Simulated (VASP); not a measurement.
# HfTi3N4 (Pm-3m) in VASP: a series of runs, part 2 of 2

VASP 6.6.1.

## 3. Single point, PBE, collinear spin, ferromagnetic start

INCAR

```
PREC     = Accurate       # precision mode
ENCUT    = 520            # plane-wave cutoff, eV
EDIFF    = 1E-6           # SCF threshold, eV
ISMEAR   = 0              # smearing method
SIGMA    = 0.1            # smearing width, eV
LREAL    = False          # projectors in reciprocal space
LASPH    = True           # aspherical terms in the spheres
NELM     = 150            # most SCF steps
ALGO     = Normal         # electronic algorithm
ISIF     = 2              # what is computed and relaxed
LWAVE    = False          # write WAVECAR
LCHARG   = False          # write CHGCAR
ISPIN    = 2              # spin polarisation
MAGMOM   = 0 1 1 1 0 0 0 0 # initial moments
LORBIT   = 11             # projections on sites
LMAXMIX  = 4              # l up to which the mixer works
GGA      = PE             # functional
NBANDS   = 47             # bands
```

KPOINTS

```
regular mesh
0
Gamma
  4 4 4
```

POSCAR

```
HfTi3N4
1.0
    4.3434517573      0.0000000000      0.0000000000
    0.0000000000      4.3434517573      0.0000000000
    0.0000000000      0.0000000000      4.3434517573
Hf Ti N
1 3 4
Direct
    0.5000000000      0.5000000000      0.5000000000
    0.5000000000      0.0000000000      0.0000000000
    0.0000000000      0.0000000000      0.5000000000
    0.0000000000      0.5000000000      0.0000000000
    0.0000000000      0.5000000000      0.5000000000
    0.5000000000      0.5000000000      0.0000000000
    0.0000000000      0.0000000000      0.0000000000
    0.5000000000      0.0000000000      0.5000000000
```

Potentials or basis: VASP PAW PBE potentials, release 64 (Hf_pv, Ti_sv, N).

The run is started by

```bash
$ cat potpaw_PBE.64/Hf_pv/POTCAR potpaw_PBE.64/Ti_sv/POTCAR potpaw_PBE.64/N/POTCAR > POTCAR
$ mpirun -np 1 vasp_std > vasp.out
```

OUTCAR:

```text
PREC = Accurate
   ENCUT = 520
   EDIFF = 1E-6
   ISMEAR = 0
   LREAL = False
   LASPH = True
   NELM = 150
   ISIF = 2
   ISPIN = 2
   LORBIT = 11
   GGA = PE

 ion  position               nearest neighbor table
   1  0.500  0.500  0.500-   5 2.17   6 2.17   8 2.17   6 2.17   8 2.17   5 2.17   2 3.07   4 3.07
                             2 3.07   2 3.07   3 3.07   3 3.07   2 3.07   3 3.07   4 3.07   4 3.07
   2  0.500  0.000  0.000-   6 2.17   7 2.17   8 2.17   8 2.17   6 2.17   7 2.17   1 3.07   1 3.07
                             1 3.07   1 3.07
   3  0.000  0.000  0.500-   5 2.17   7 2.17   8 2.17   7 2.17   5 2.17   8 2.17   1 3.07   1 3.07
                             1 3.07   1 3.07
   4  0.000  0.500  0.000-   5 2.17   6 2.17   7 2.17   5 2.17   7 2.17   6 2.17   1 3.07   1 3.07
                             1 3.07   1 3.07
   5  0.000  0.500  0.500-   1 2.17   3 2.17   4 2.17   4 2.17   3 2.17   1 2.17
   6  0.500  0.500  0.000-   1 2.17   2 2.17   4 2.17   1 2.17   2 2.17   4 2.17
   7  0.000  0.000  0.000-   2 2.17   3 2.17   4 2.17   3 2.17   4 2.17   2 2.17
   8  0.500  0.000  0.500-   1 2.17   2 2.17   3 2.17   2 2.17   1 2.17   3 2.17

  LATTYP: Found a simple cubic cell.
 ALAT       =     4.3434517573

  Lattice vectors:

 A1 = (   4.3434517573,   0.0000000000,   0.0000000000)
 A2 = (   0.0000000000,   4.3434517573,   0.0000000000)
 A3 = (   0.0000000000,   0.0000000000,   4.3434517573)

Analysis of symmetry for initial positions (statically):
=====================================================================
 Subroutine PRICEL returns:
 Original cell was already a primitive cell.

 Routine SETGRP: Setting up the symmetry group for a
 simple cubic supercell.

 Subroutine GETGRP returns: Found 48 space group operations
 (whereof 48 operations were pure point group operations)
 out of a pool of 48 trial point group operations.

The static configuration has the point symmetry O_h .

Analysis of symmetry for dynamics (positions and initial velocities):
=====================================================================
 Subroutine PRICEL returns:
 Original cell was already a primitive cell.

 Routine SETGRP: Setting up the symmetry group for a
 simple cubic supercell.

 Subroutine GETGRP returns: Found 48 space group operations
 (whereof 48 operations were pure point group operations)
 out of a pool of 48 trial point group operations.

The dynamic configuration has the point symmetry O_h .

Analysis of structural, dynamic, and magnetic symmetry:
=====================================================================
 Subroutine PRICEL returns:
 Original cell was already a primitive cell.

 Routine SETGRP: Setting up the symmetry group for a
 simple cubic supercell.

 Subroutine GETGRP returns: Found 48 space group operations
 (whereof 48 operations were pure point group operations)
 out of a pool of 48 trial point group operations.

The overall configuration has the point symmetry O_h .

 Subroutine INISYM returns: Found 48 space group operations
 (whereof 48 operations are pure point group operations),
 and found     1 'primitive' translations

----------------------------------------------------------------------------------------

                                     Primitive cell
[... 101 lines left out ...]
   EMIN   =  10.00;   EMAX   =-10.00  energy-range for DOS
   EFERMI =   0.00;   METHOD = LEGACY
   ISMEAR =     0;   SIGMA  =   0.10  broadening in eV -4-tet -1-fermi 0-gaus
   EFERMI_NEDOS =   21; number of points for ismear=-14 and -15
   IALGO  =     38    algorithm
   IMIX   =      4    mixing-type and parameters
     AMIX     =   0.40;   BMIX     =  1.00
     AMIX_MAG =   1.60;   BMIX_MAG =  1.00
  volume/ion in A,a.u.               =      10.24        69.12
  Fermi-wavevector in a.u.,A,eV,Ry     =   1.523191  2.878414 31.567040  2.320112
  Thomas-Fermi vector in A             =   2.631668
   LORBIT       =     11    0 simple, 1 ext, 2 COOP (PROOUT), +10 PAW based schemes
   GGA     = PE    functional components
   LHFCALC =     F    Hartree Fock is set to
   AEXX    =    0.0000 exact exchange contribution
   IVDW    =     0    specifies the selected vdW correction
   LEPSILON=     F    determine dielectric tensor
   LRPA    =     F    only Hartree local field effects (RPA)
 spin polarized calculation
 Gauss-broadening in eV      SIGMA  =   0.10
  energy-cutoff  :      520.00
  volume of cell :       81.94
 maximum number of plane-waves:      2272
   NGX = 17   NGY = 17   NGZ = 17

 number of electron      66.0000026 magnetization       0.0006238

 number of electron      66.0000026 magnetization      -0.0000284

 Free energy of the ion-electron system (eV)
  ---------------------------------------------------
  ext. energy  EPLUGINS =         0.00000000
  ---------------------------------------------------
  free energy    TOTEN  =       -80.51787248 eV

  energy without entropy =      -80.49860685  energy(sigma->0) =      -80.50823966

 E-fermi :  10.1224     XC(G=0): -12.8172

 val. band max:        9.8924463089   @ k =   0.2500   0.2500   0.2500
 cond. band min:      10.1432878352   @ k =   0.2500   0.2500   0.0000
 fundamental gap:      0.2508415263
 Fermi energy:        10.1224410660

 spin component 1

 k-point     1 :       0.0000    0.0000    0.0000
  band No.  band energies     occupation
      1     -47.6932      1.00000
      2     -47.6228      1.00000
      3     -47.6228      1.00000
      4     -24.1085      1.00000
      5     -24.1085      1.00000
      6     -24.1085      1.00000
[... 469 lines left out ...]
     44      15.3523      0.00000
     45      15.3523      0.00000
 Fermi energy:        10.1224410660

 spin component 2

 k-point     1 :       0.0000    0.0000    0.0000
  band No.  band energies     occupation
      1     -47.6933      1.00000
      2     -47.6229      1.00000
      3     -47.6229      1.00000
      4     -24.1086      1.00000
      5     -24.1086      1.00000
      6     -24.1086      1.00000
[... 469 lines left out ...]
     44      15.3524      0.00000
     45      15.3732      0.00000
 [bands above 45 left out]

------------------------ aborting loop because EDIFF is reached ----------------------------------------

  FORCE on cell =-STRESS in cart. coord.  units (eV):
  Direction    XX          YY          ZZ          XY          YZ          ZX
  --------------------------------------------------------------------------------------
  -------------------------------------------------------------------------------------
  Total       -0.3875323     -0.3875323     -0.3875323      0.0000000      0.0000000     -0.0000000
  in kB       -7.5772821     -7.5772821     -7.5772821      0.0000000      0.0000000     -0.0000000
  external PRESSURE =      -7.5772821 kB  Pullay stress =       0.0000000 kB

 VOLUME and BASIS-vectors are now :
 -----------------------------------------------------------------------------
  energy-cutoff  :      520.00
  volume of cell :       81.94
      direct lattice vectors                 reciprocal lattice vectors
     4.343451757  0.000000000  0.000000000     0.230231635  0.000000000  0.000000000
     0.000000000  4.343451757  0.000000000     0.000000000  0.230231635  0.000000000
     0.000000000  0.000000000  4.343451757     0.000000000  0.000000000  0.230231635

 POSITION                                       TOTAL-FORCE (eV/Angst)
 -----------------------------------------------------------------------------------
      2.17173      2.17173      2.17173         0.000000      0.000000      0.000000
      2.17173      0.00000      0.00000         0.000000      0.000000      0.000000
      0.00000      0.00000      2.17173         0.000000      0.000000      0.000000
      0.00000      2.17173      0.00000         0.000000      0.000000      0.000000
      0.00000      2.17173      2.17173         0.000000      0.000000      0.000000
      2.17173      2.17173      0.00000         0.000000      0.000000      0.000000
      0.00000      0.00000      0.00000         0.000000      0.000000      0.000000
      2.17173      0.00000      2.17173         0.000000      0.000000      0.000000
 -----------------------------------------------------------------------------------
    total drift:                                0.000000      0.000000      0.000000

  FREE ENERGIE OF THE ION-ELECTRON SYSTEM (eV)
  ---------------------------------------------------
  free  energy   TOTEN  =       -80.5178724753 eV

  energy  without entropy=      -80.4986068508  energy(sigma->0) =      -80.50823966

 total charge

# of ion       s       p       d       tot
------------------------------------------
    1        0.328   6.723   1.812   8.863
    2        2.169   6.194   1.932  10.295
    3        2.169   6.194   1.932  10.295
    4        2.169   6.194   1.932  10.295
    5        1.242   2.515   0.000   3.757
    6        1.242   2.515   0.000   3.757
    7        1.241   2.466   0.000   3.707
    8        1.242   2.515   0.000   3.757
--------------------------------------------------
tot         11.802  35.318   7.608  54.728

 magnetization (x)

# of ion       s       p       d       tot
------------------------------------------
    1        0.000  -0.000  -0.000  -0.000
    2        0.000  -0.000  -0.000  -0.000
    3        0.000  -0.000  -0.000  -0.000
    4        0.000  -0.000  -0.000  -0.000
    5       -0.000  -0.000   0.000  -0.000
    6       -0.000  -0.000   0.000  -0.000
    7       -0.000  -0.000   0.000  -0.000
    8       -0.000  -0.000   0.000  -0.000
--------------------------------------------------
tot         -0.000  -0.000  -0.000  -0.000
```

Run time: 92 s. Hardware: 1 thread of Intel Xeon Platinum 8375C at 2.90GHz (Ice Lake), shared host; peak memory 0.24 GiB.

Results:

| Item | Value |
| --- | --- |
| Free energy | -80.5179 eV |
| Pressure | -0.8 GPa |
| Band gap on the k mesh | zero (filled and empty bands overlap) |
| Net moment | 0.00 μB per cell |
| Valence electrons inside the program's atomic spheres | Hf 8.86; Ti 10.29; N 3.76, 3.71 |

Levels at points of the mesh, in eV from the Fermi level:
Spin up:
| k point | band 31 | band 32 | band 33 | band 34 | band 35 | band 36 |
| --- | --- | --- | --- | --- | --- | --- |
| (0.00, 0.00, 0.00) | -2.87 | -2.08 | -2.08 | -2.08 | -0.42 | -0.42 |
| (0.50, 0.00, 0.00) | -3.12 | -1.91 | -1.79 | 0.79 | 0.79 | 1.04 |
| (0.50, 0.50, 0.00) | -4.37 | 0.78 | 0.90 | 1.19 | 1.19 | 1.39 |
| (0.50, 0.50, 0.50) | -5.14 | 1.58 | 1.58 | 1.58 | 1.59 | 1.59 |
Spin down:
```csv
k point,band 31,band 32,band 33,band 34,band 35,band 36
"(0.00, 0.00, 0.00)",-2.87,-2.08,-2.08,-2.08,-0.42,-0.42
"(0.50, 0.00, 0.00)",-3.12,-1.91,-1.79,0.79,0.79,1.04
"(0.50, 0.50, 0.00)",-4.37,0.78,0.90,1.19,1.19,1.39
"(0.50, 0.50, 0.50)",-5.14,1.58,1.58,1.58,1.59,1.59
```

Caveat: the k points lie up to 0.36 Å⁻¹ apart; spin-orbit coupling is left out, which moves the levels of the heavy elements.

## 4. Single point, PBE, collinear spin, ferromagnetic start

This run uses another cell than the first one, of 12.95 Å³/atom, 1.265 times its volume.

INCAR

```
SYSTEM = HfTi3N4
PREC = Accurate
ENCUT = 520
EDIFF = 1E-6
ISMEAR = 0
SIGMA = 0.1
LREAL = .FALSE.
LASPH = .TRUE.
NELM = 150
ALGO = Normal
ISIF = 2
LWAVE = .FALSE.
LCHARG = .FALSE.
ISPIN = 2
MAGMOM = 0 1 1 1 0 0 0 0
LORBIT = 11
LMAXMIX = 4
GGA = PE
NBANDS = 47
```

KPOINTS

```
regular mesh
0
G
  4 4 4
  0 0 0
```

Changes to POSCAR since step 3:

```diff
@@ -2,5 +2,5 @@
 1.0
-    4.3434517573      0.0000000000      0.0000000000
-    0.0000000000      4.3434517573      0.0000000000
-    0.0000000000      0.0000000000      4.3434517573
+    4.6962164900      0.0000000000      0.0000000000
+    0.0000000000      4.6962164900      0.0000000000
+    0.0000000000      0.0000000000      4.6962164900
 Hf Ti N
```

The run is started by

```bash
$ cat potpaw_PBE.64/Hf_pv/POTCAR potpaw_PBE.64/Ti_sv/POTCAR potpaw_PBE.64/N/POTCAR > POTCAR
$ mpirun -np 1 vasp_std > vasp.out
```

Run time: 2.6 min. Hardware: 1 thread of Intel Xeon Platinum 8375C at 2.90GHz (Ice Lake), shared host; peak memory 0.28 GiB.

The run converged. Its results:

| Item | Value |
| --- | --- |
| Free energy | -77.2924 eV |
| Pressure | -38.5 GPa |
| Band gap on the k mesh | zero (filled and empty bands overlap) |
| Net moment | 0.00 μB per cell |
| Valence electrons inside the program's atomic spheres | Hf 8.15; Ti 10.00; N 3.60, 3.57 |

Levels at points of the mesh, in eV from the Fermi level:
Spin up:
| k point | band 31 | band 32 | band 33 | band 34 | band 35 | band 36 |
| --- | --- | --- | --- | --- | --- | --- |
| (0.00, 0.00, 0.00) | -2.09 | -1.72 | -1.72 | -1.72 | -0.29 | -0.29 |
| (0.50, 0.00, 0.00) | -2.58 | -1.32 | -1.23 | 0.55 | 0.55 | 0.73 |
| (0.50, 0.50, 0.00) | -3.83 | 0.54 | 0.63 | 0.83 | 0.83 | 0.98 |
| (0.50, 0.50, 0.50) | -4.02 | 1.07 | 1.07 | 1.07 | 1.07 | 1.07 |
Spin down:
| k point | band 29 | band 30 | band 31 | band 32 | band 33 | band 34 | band 35 | band 36 | band 37 | band 38 |
| --- | --- | --- | --- | --- | --- | --- | --- | --- | --- | --- |
| (0.00, 0.00, 0.00) | -2.09 | -2.09 | -2.09 | -1.72 | -1.72 | -1.72 | -0.29 | -0.29 | -0.29 | 0.53 |
| (0.50, 0.00, 0.00) | -2.67 | -2.58 | -2.58 | -1.32 | -1.23 | 0.55 | 0.55 | 0.73 | 0.83 | 0.83 |
| (0.50, 0.50, 0.00) | -3.83 | -3.83 | -3.83 | 0.54 | 0.63 | 0.83 | 0.83 | 0.98 | 1.08 | 1.08 |
| (0.50, 0.50, 0.50) | -4.02 | -4.02 | -4.02 | 1.07 | 1.07 | 1.07 | 1.07 | 1.07 | 1.32 | 1.32 |

Caveat: spin-orbit coupling is left out, which moves the levels of the heavy elements.

## 5. Relaxation of cell and atoms, PBE

INCAR

```
PREC = Accurate
ENCUT = 600
EDIFF = 1E-6
ISMEAR = 0
SIGMA = 0.1
LREAL = F
LASPH = T
NELM = 80
ALGO = Normal
ISIF = 3
LWAVE = F
LCHARG = F
GGA = PE
IBRION = 2
NSW = 100
EDIFFG = -0.01
```

KPOINTS

```
Automatic mesh
0
Gamma
  10 10 10
```

Changes to POSCAR since step 4:

```diff
@@ -2,5 +2,5 @@
 1.0
-    4.6962164900      0.0000000000      0.0000000000
-    0.0000000000      4.6962164900      0.0000000000
-    0.0000000000      0.0000000000      4.6962164900
+    4.3434517573      0.0000000000      0.0000000000
+    0.0000000000      4.3434517573      0.0000000000
+    0.0000000000      0.0000000000      4.3434517573
 Hf Ti N
```

The run is started by

```bash
$ cat potpaw_PBE.64/Hf_pv/POTCAR potpaw_PBE.64/Ti_sv/POTCAR potpaw_PBE.64/N/POTCAR > POTCAR
$ mpirun -np 1 vasp_std > vasp.out
```

Wall time 10 min (1 thread of Intel Xeon Platinum 8375C at 2.90GHz (Ice Lake), shared host); peak memory 0.35 GiB.

Results (log left out):

| Quantity | Value |
| --- | --- |
| Free energy | -80.4945 eV |
| Relaxed volume | 10.21 Å³/atom |
| Relaxed cell | a = 4.339 Å, b = 4.339 Å, c = 4.339 Å, α = 90.00°, β = 90.00°, γ = 90.00° |
| Space group after relaxing (to 0.05 Å) | Pm-3m (No. 221) |
| Energy gained by relaxing | 0.1 meV/atom |
| Ionic steps | 3 |
| Pressure after relaxing | 0.0 GPa |
| Band gap on the k mesh | zero (band 33 reaches 11.76 eV, above the bottom of band 34 at 7.91 eV) |

The path:
| step | energy change (eV) | largest force (eV/Å) | pressure (GPa) | volume (Å³) |
| --- | --- | --- | --- | --- |
| 1 | 0.0000 | 0.0000 | -0.78 | 81.94 |
| 2 | 0.0007 | 0.0000 | 1.16 | 81.36 |
| 3 | -0.0006 | 0.0000 | 0.04 | 81.70 |

Final structure:
```yaml
crystal:
  lattice:
    - [4.33926, 0.00000, 0.00000]
    - [0.00000, 4.33926, 0.00000]
    - [0.00000, 0.00000, 4.33926]
  atoms:
    - { symbol: Hf, position: [0.50000, 0.50000, 0.50000] }
    - { symbol: Ti, position: [0.50000, 0.00000, 0.00000] }
    - { symbol: Ti, position: [0.00000, 0.00000, 0.50000] }
    - { symbol: Ti, position: [0.00000, 0.50000, 0.00000] }
    - { symbol: N, position: [0.00000, 0.50000, 0.50000] }
    - { symbol: N, position: [0.50000, 0.50000, 0.00000] }
    - { symbol: N, position: [0.00000, 0.00000, 0.00000] }
    - { symbol: N, position: [0.50000, 0.00000, 0.50000] }
```

Levels at points of the mesh, in eV from the Fermi level:
| k point | band 29 | band 30 | band 31 | band 32 | band 33 | band 34 | band 35 | band 36 | band 37 | band 38 |
| --- | --- | --- | --- | --- | --- | --- | --- | --- | --- | --- |
| (0.00, 0.00, 0.00) | -3.06 | -3.06 | -3.06 | -2.27 | -2.27 | -2.27 | -0.58 | -0.58 | -0.58 | 0.60 |
| (0.50, 0.00, 0.00) | -3.36 | -3.30 | -3.30 | -2.07 | -1.97 | 0.63 | 0.63 | 0.89 | 0.98 | 0.98 |
| (0.50, 0.50, 0.00) | -5.07 | -4.95 | -4.54 | 0.64 | 0.74 | 1.03 | 1.03 | 1.24 | 1.41 | 1.48 |
| (0.50, 0.50, 0.50) | -5.35 | -5.35 | -5.35 | 1.43 | 1.43 | 1.43 | 1.45 | 1.45 | 1.79 | 1.79 |

Caveat: spin-orbit coupling is left out, which moves the levels of the heavy elements.

## 6. The runs side by side

| task | spin | cell | k mesh | cutoff (eV) | gap on the mesh (eV) | pressure (GPa) | moment (μB) |
| --- | --- | --- | --- | --- | --- | --- | --- |
| single point | off | a = 4.342 Å, 8 atoms | 10 × 10 × 10 | 520 | none | -0.3 | - |
| single point | collinear, ferromagnetic start | a = 4.343 Å, 8 atoms | 4 × 4 × 4 | 520 | none | -0.8 | 0.00 |
| single point | collinear, ferromagnetic start | a = 4.696 Å, 8 atoms | 4 × 4 × 4 | 520 | none | -38.5 | 0.00 |
| relaxation of cell and atoms | off | relaxed from a = 4.343 Å, 8 atoms | 10 × 10 × 10 | 600 | none | 0.0 | - |

Alike in all rows: level PBE; potentials or basis VASP PAW PBE potentials, release 64 (Hf_pv, Ti_sv, N); smearing gaussian 0.1 eV.

Caveats: some runs use coarse meshes; spin-orbit coupling is left out, which moves the levels of the heavy elements.

Total energies depend on the potentials used, so only differences within one code and one set of settings carry meaning.
